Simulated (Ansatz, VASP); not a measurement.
## Two plane-wave programs on TiO2

```
CELL_PARAMETERS angstrom
4.46524 0.00000 0.00000
0.00000 5.39900 0.00000
0.00000 0.00000 4.84822
ATOMIC_POSITIONS crystal
Ti 0.50000 0.67102 0.75000
Ti 0.00000 0.82898 0.25000
Ti 0.50000 0.32898 0.25000
Ti 0.00000 0.17102 0.75000
O 0.73153 0.61084 0.07898
O 0.23153 0.88916 0.92102
O 0.76847 0.88916 0.57898
O 0.26847 0.61084 0.42102
O 0.73153 0.38916 0.57898
O 0.23153 0.11084 0.42102
O 0.76847 0.11084 0.07898
O 0.26847 0.38916 0.92102
```

Change from the starting cell: equal strain along all axes, cell held, atoms relaxed: -2.0 %.

Alike in both runs: functional r2SCAN; k mesh 6 × 4 × 6; occupations gaussian, width 0.02 eV; no spin polarisation; Hubbard terms Ti d U = 4.0 eV.

Ansatz relaxed the structure, and its values are those at the end. VASP's run is a single point on that final structure, the one shown.

|  | VASP | Ansatz |
| --- | --- | --- |
| version | VASP 6.6.1 | Ansatz 0.2.0 |
| potentials or method | VASP PAW PBE potentials, release 64 (Ti_sv, O), cutoff 520 eV | scalar-relativistic, plane waves, PAW |
| valence electrons in the cell | 96 | 96 |

Ansatz gave:

| Quantity | Value |
| --- | --- |
| gap on the k mesh at the Fermi level (eV) | 3.59 |
| least direct gap on the mesh (eV) | 3.59 |
| pressure (GPa) | 15.7 |
| rms of the force components (eV/Å) | 0.004 |

Q: Estimate VASP's values.

A: gap on the k mesh at the Fermi level (eV): 3.65; least direct gap on the mesh (eV): 3.65; pressure (GPa): 22.0; rms of the force components (eV/Å): 0.133.

VASP's potentials were made for PBE, not for r2SCAN. The programs project onto different local orbitals, so the same U acts differently, and such runs can settle in different states. Ansatz's warnings: stress scf threshold loose.
